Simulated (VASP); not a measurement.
# TaN (F-43m) in VASP: further runs

Runs on TaN. Level: PBE. Tasks: single point.

Everything below comes from runs of VASP 6.6.1. Logs are shortened: lines on timing, memory, paths and dates and some standing lists are left out, and cuts for length are marked.

## (1) The cell of the first run

Symmetry: F-43m, No. 216, cubic system. Conventional cell: a = 4.982 Å, b = 4.982 Å, c = 4.982 Å, α = 90.00°, β = 90.00°, γ = 90.00°. Within 2.9 Å of Ta (site symmetry -43m) lie 4 N at 2.16 Å. N (site symmetry -43m) has 4 Ta at 2.16 Å within 2.9 Å.

## (2) Single point, PBE

INCAR reads:

```
SYSTEM = TaN
ALGO = Normal ; EDIFF = 1E-7
ENCUT = 520 ; GGA = PE
ISIF = 2 ; ISMEAR = -1
LASPH = .TRUE. ; LCHARG = .FALSE.
LREAL = .FALSE. ; LWAVE = .FALSE.
NBANDS = 15 ; NELM = 60
PREC = Accurate ; SIGMA = 0.05
```

KPOINTS reads:

```
k-points
0
G
  9 9 9
  0 0 0
```

POSCAR reads:

```
TaN
1.0
    0.0000000000      2.4911437700      2.4911437700
    2.4911437700      0.0000000000      2.4911437700
    2.4911437700      2.4911437700      0.0000000000
Ta N
1 1
Direct
    0.0000000000      0.0000000000      0.0000000000
    0.2500000000      0.2500000000      0.2500000000
```

Potentials or basis: VASP PAW PBE potentials, release 64 (Ta_pv, N).

On the command line:

```bash
$ cat potpaw_PBE.64/Ta_pv/POTCAR potpaw_PBE.64/N/POTCAR > POTCAR
$ mpirun -np 1 vasp_std > vasp.out
```

OUTCAR:

```text
SYSTEM = TaN
   EDIFF = 1E-7
   ENCUT = 520
   GGA = PE
   ISIF = 2
   ISMEAR = -1
   LASPH = .TRUE.
   LREAL = .FALSE.
   NELM = 60
   PREC = Accurate

 ion  position               nearest neighbor table
   1  0.000  0.000  0.000-   2 2.16   2 2.16   2 2.16   2 2.16
   2  0.250  0.250  0.250-   1 2.16   1 2.16   1 2.16   1 2.16

  LATTYP: Found a face centered cubic cell.
 ALAT       =     4.9822875400

  Lattice vectors:

 A1 = (   0.0000000000,   2.4911437700,   2.4911437700)
 A2 = (   2.4911437700,   0.0000000000,   2.4911437700)
 A3 = (   2.4911437700,   2.4911437700,   0.0000000000)

Analysis of symmetry for initial positions (statically):
=====================================================================
 Subroutine PRICEL returns:
 Original cell was already a primitive cell.

 Routine SETGRP: Setting up the symmetry group for a
 face centered cubic supercell.

 Subroutine GETGRP returns: Found 24 space group operations
 (whereof 24 operations were pure point group operations)
 out of a pool of 48 trial point group operations.

The static configuration has the point symmetry T_d .

Analysis of symmetry for dynamics (positions and initial velocities):
=====================================================================
 Subroutine PRICEL returns:
 Original cell was already a primitive cell.

 Routine SETGRP: Setting up the symmetry group for a
 face centered cubic supercell.

 Subroutine GETGRP returns: Found 24 space group operations
 (whereof 24 operations were pure point group operations)
 out of a pool of 48 trial point group operations.

The dynamic configuration has the point symmetry T_d .

 Subroutine INISYM returns: Found 24 space group operations
 (whereof 24 operations are pure point group operations),
 and found     1 'primitive' translations

----------------------------------------------------------------------------------------

                                     Primitive cell

  volume of cell :      30.9191

  direct lattice vectors                    reciprocal lattice vectors
     0.000000000  2.491143770  2.491143770    -0.200711017  0.200711017  0.200711017
     2.491143770  0.000000000  2.491143770     0.200711017 -0.200711017  0.200711017
     2.491143770  2.491143770  0.000000000     0.200711017  0.200711017 -0.200711017

  length of vectors
     3.523009305  3.523009305  3.523009305     0.347641679  0.347641679  0.347641679

  position of ions in fractional coordinates (direct lattice)
     0.000000000  0.000000000  0.000000000
     0.250000000  0.250000000  0.250000000

  ion indices of the primitive-cell ions
   primitive index   ion index
                 1           1
                 2           2

----------------------------------------------------------------------------------------

 KPOINTS: k-points

Automatic generation of k-mesh.
 Grid dimensions read from file:
 generate k-points for:    9    9    9

 Generating k-lattice:

  Cartesian coordinates                     Fractional coordinates (reciprocal lattice)
    -0.022301224  0.022301224  0.022301224     0.111111111  0.000000000  0.000000000
     0.022301224 -0.022301224  0.022301224     0.000000000  0.111111111  0.000000000
     0.022301224  0.022301224 -0.022301224     0.000000000  0.000000000  0.111111111

  Length of vectors
     0.038626853  0.038626853  0.038626853

  Shift w.r.t. Gamma in fractional coordinates (k-lattice)
     0.000000000  0.000000000  0.000000000

 Subroutine IBZKPT returns following result:
 ===========================================

 Found     35 irreducible k-points:

 Following reciprocal coordinates:
            Coordinates               Weight
  0.000000  0.000000  0.000000      1.000000
  0.111111  0.000000  0.000000      8.000000
  0.222222  0.000000  0.000000      8.000000
  0.333333  0.000000  0.000000      8.000000
  0.444444  0.000000  0.000000      8.000000
  0.111111  0.111111  0.000000      6.000000
[... 16 lines left out ...]
 -0.333333  0.333333  0.000000     12.000000
  0.444444  0.444444  0.000000      6.000000
 [... further k-points ...]
   k-points           NKPTS =     35   k-points in BZ     NKDIM =     35   number of bands    NBANDS=     15
   number of dos      NEDOS =    301   number of ions     NIONS =      2
   total plane-waves  NPLWV =  21952
   dimension x,y,z NGX =    28 NGY =   28 NGZ =   28
   dimension x,y,z NGXF=    56 NGYF=   56 NGZF=   56
   ions per type =               1   1
   NGX,Y,Z   is equivalent  to a cutoff of  13.21, 13.21, 13.21 a.u.
   NGXF,Y,Z  is equivalent  to a cutoff of  26.43, 26.43, 26.43 a.u.
 SYSTEM =  TaN
   PREC   = accura    normal or accurate (medium, high low for compatibility)
   ISTART =      0    job   : 0-new  1-cont  2-samecut
   ICHARG =      2    charge: 1-file 2-atom 10-const
   ISPIN  =      1    spin polarized calculation?
   LNONCOLLINEAR =      F non collinear calculations
   LSORBIT =      F    spin-orbit coupling
   LASPH  =      T    aspherical Exc in radial PAW
   ENCUT  =  520.0 eV  38.22 Ry    6.18 a.u.   6.55  6.55  6.55*2*pi/ulx,y,z
   NELM   =     60;   NELMIN=  2; NELMDL= -5     # of ELM steps
   EDIFF  = 0.1E-06   stopping-criterion for ELM
   LREAL  =      F    real-space projection
   EDIFFG = 0.1E-05   stopping-criterion for IOM
   NSW    =      0    number of steps for IOM
   IBRION =     -1    ionic relax: 0-MD 1-quasi-New 2-CG
   NFREE  =      0    steps in history (QN), initial steepest desc. (CG)
   ISIF   =      2    stress and relaxation
   ISYM   =      2    0-nonsym 1-usesym 2-fastsym
   POTIM  = 0.5000    time-step for ionic-motion
   TEBEG  =    0.0;   TEEND  =   0.0 temperature during run
   PSTRESS=    0.0 pullay stress
   NELECT =      16.0000    total number of electrons
   NUPDOWN=      -1.0000    fix difference up-down
   EMIN   =  10.00;   EMAX   =-10.00  energy-range for DOS
   EFERMI =   0.00;   METHOD = LEGACY
   ISMEAR =    -1;   SIGMA  =   0.05  broadening in eV -4-tet -1-fermi 0-gaus
   EFERMI_NEDOS =   21; number of points for ismear=-14 and -15
   IALGO  =     38    algorithm
   IMIX   =      4    mixing-type and parameters
     AMIX     =   0.40;   BMIX     =  1.00
     AMIX_MAG =   1.60;   BMIX_MAG =  1.00
  volume/ion in A,a.u.               =      15.46       104.33
  Fermi-wavevector in a.u.,A,eV,Ry     =   1.314335  2.483733 23.503740  1.727476
  Thomas-Fermi vector in A             =   2.444595
   LORBIT       =      0    0 simple, 1 ext, 2 COOP (PROOUT), +10 PAW based schemes
   GGA     = PE    functional components
   LHFCALC =     F    Hartree Fock is set to
   AEXX    =    0.0000 exact exchange contribution
   IVDW    =     0    specifies the selected vdW correction
   LEPSILON=     F    determine dielectric tensor
   LRPA    =     F    only Hartree local field effects (RPA)
 non-spin polarized calculation
  energy-cutoff  :      520.00
  volume of cell :       30.92
 maximum number of plane-waves:       869
 NGX is ok and might be reduce to    28
   NGX = 13   NGY = 13   NGZ = 13

 number of electron      15.9999998 magnetization

 Free energy of the ion-electron system (eV)
  ---------------------------------------------------
  ext. energy  EPLUGINS =         0.00000000
  ---------------------------------------------------
  free energy    TOTEN  =       -21.16936469 eV

  energy without entropy =      -21.15600941  energy(sigma->0) =      -21.16268705

 E-fermi :   5.5283     XC(G=0): -11.2390

 val. band max:        5.4998579039   @ k =  -0.2222   0.3333   0.1111
 cond. band min:       5.5728760792   @ k =  -0.3333   0.2222   0.0000
 fundamental gap:      0.0730181753
 Fermi energy:         5.5283361237

 k-point     1 :       0.0000    0.0000    0.0000
  band No.  band energies     occupation
      1     -30.3745      2.00000
      2     -30.3745      2.00000
      3     -30.3745      2.00000
      4     -11.0406      2.00000
      5      -0.5293      2.00000
      6      -0.5293      2.00000
      7      -0.5293      2.00000
      8       4.2280      2.00000
      9       5.9193      0.00080
     10       5.9193      0.00080
     11      10.4261      0.00000
     12      10.4261      0.00000
     13      10.4261      0.00000
     14      17.5666      0.00000
     15      17.5666      0.00000

 k-point     2 :       0.1111    0.0000    0.0000
  band No.  band energies     occupation
      1     -30.4029      2.00000
      2     -30.3785      2.00000
      3     -30.3785      2.00000
      4     -10.9267      2.00000
      5      -0.7602      2.00000
      6      -0.4489      2.00000
      7      -0.4489      2.00000
      8       4.8336      2.00000
      9       5.8012      0.00850
     10       5.8012      0.00850
     11      10.1112      0.00000
     12      10.5224      0.00000
     13      10.5224      0.00000
     14      15.9366      0.00000
     15      17.7237      0.00000

 k-point     3 :       0.2222    0.0000    0.0000
  band No.  band energies     occupation
      1     -30.4739      2.00000
      2     -30.3884      2.00000
      3     -30.3884      2.00000
      4     -10.6456      2.00000
      5      -1.0763      2.00000
      6      -0.2612      2.00000
      7      -0.2612      2.00000
      8       5.6778      0.09590
      9       5.6778      0.09590
     10       6.0608      0.00005
     11       9.4311      0.00000
     12      10.4583      0.00000
     13      10.4583      0.00000
     14      13.6679      0.00000
     15      17.7474      0.00000
[... 343 lines left out ...]
 k-point    23 :      -0.3333    0.3333    0.0000
  band No.  band energies     occupation
      1     -30.5599      2.00000
      2     -30.5118      2.00000
      3     -30.4312      2.00000
      4      -9.9054      2.00000
      5      -0.8165      2.00000
      6       0.1082      2.00000
      7       0.6069      2.00000
      8       3.7622      2.00000
      9       5.9260      0.00070
     10       6.5699      0.00000
     11       8.9772      0.00000
     12       9.4067      0.00000
     13      12.5416      0.00000
     14      13.9345      0.00000
     15      15.4338      0.00000

 k-point    24 :       0.4444    0.4444    0.0000
  band No.  band energies     occupation
      1     -30.6021      2.00000
      2     -30.4558      2.00000
      3     -30.4558      2.00000
      4      -9.8691      2.00000
      5      -1.8095      2.00000
      6       1.0825      2.00000
      7       1.0825      2.00000
      8       3.4696      2.00000
      9       6.4915      0.00000
     10       7.2295      0.00000
     11       8.1857      0.00000
     12       8.1857      0.00000
     13      12.6228      0.00000
     14      15.1984      0.00000
     15      17.3434      0.00000

 [... further k-points ...]

------------------------ aborting loop because EDIFF is reached ----------------------------------------

  FORCE on cell =-STRESS in cart. coord.  units (eV):
  Direction    XX          YY          ZZ          XY          YZ          ZX
  --------------------------------------------------------------------------------------
  -------------------------------------------------------------------------------------
  Total       -4.8831259     -4.8831259     -4.8831259      0.0000000     -0.0000000      0.0000000
  in kB     -253.0358949   -253.0358949   -253.0358949      0.0000000     -0.0000000      0.0000000
  external PRESSURE =    -253.0358949 kB  Pullay stress =       0.0000000 kB

 VOLUME and BASIS-vectors are now :
 -----------------------------------------------------------------------------
  energy-cutoff  :      520.00
  volume of cell :       30.92
      direct lattice vectors                 reciprocal lattice vectors
     0.000000000  2.491143770  2.491143770    -0.200711017  0.200711017  0.200711017
     2.491143770  0.000000000  2.491143770     0.200711017 -0.200711017  0.200711017
     2.491143770  2.491143770  0.000000000     0.200711017  0.200711017 -0.200711017

 POSITION                                       TOTAL-FORCE (eV/Angst)
 -----------------------------------------------------------------------------------
      0.00000      0.00000      0.00000         0.000000      0.000000      0.000000
      1.24557      1.24557      1.24557        -0.000000     -0.000000     -0.000000
 -----------------------------------------------------------------------------------
    total drift:                               -0.000000     -0.000000     -0.000000

  FREE ENERGIE OF THE ION-ELECTRON SYSTEM (eV)
  ---------------------------------------------------
  free  energy   TOTEN  =       -21.1693646885 eV

  energy  without entropy=      -21.1560094137  energy(sigma->0) =      -21.16268705
```

Run time: 19 s. Hardware: 1 thread of AMD EPYC 7R43 (Zen 3), shared host; peak memory 0.13 GiB.

Results:

| Quantity | Value |
| --- | --- |
| Free energy | -21.1694 eV |
| Pressure | -25.3 GPa |
| Band gap on the k mesh | zero (band 8 reaches 5.96 eV, above the bottom of band 9 at 5.47 eV) |

Caveat: spin-orbit coupling is left out, which moves the levels of the heavy elements.

(Part 1 of 2 ends here.)
